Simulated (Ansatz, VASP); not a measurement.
**TiO2 in VASP and in Ansatz**

```xyz
3
Lattice="0.0000 2.3968 2.2660 2.3968 0.0000 2.2660 2.3968 2.3968 0.0000" Properties=species:S:1:pos:R:3 pbc="T T T"
Ti    0.0000    0.0000    0.0000
O     1.1984    1.1984    1.1330
O     3.5952    3.5952    3.3989
```

Change from the starting cell: uniaxial_z strain -5.5%.

Alike in both runs: task single point; functional PBE; k mesh 10 × 10 × 10; occupations fermi-dirac, width 0.02 eV; no spin polarisation.

|  | VASP | Ansatz |
| --- | --- | --- |
| version | VASP 6.6.1 | Ansatz 0.2.0 |
| potentials or method | VASP PAW PBE potentials, release 64 (Ti_sv, O) | plane waves, PAW |
| plane-wave cutoff (eV) | 520 | 420 |
| valence electrons in the cell | 24 | 24 |

Ansatz gave:

```
pressure (GPa)                                                : 23.6
traceless stress, the component that is largest in VASP (GPa) : 22.24
```

Question: Which values does VASP return?

Answer: Pressure (GPa): 24.6; traceless stress, the component that is largest in VASP (GPa): 22.08.
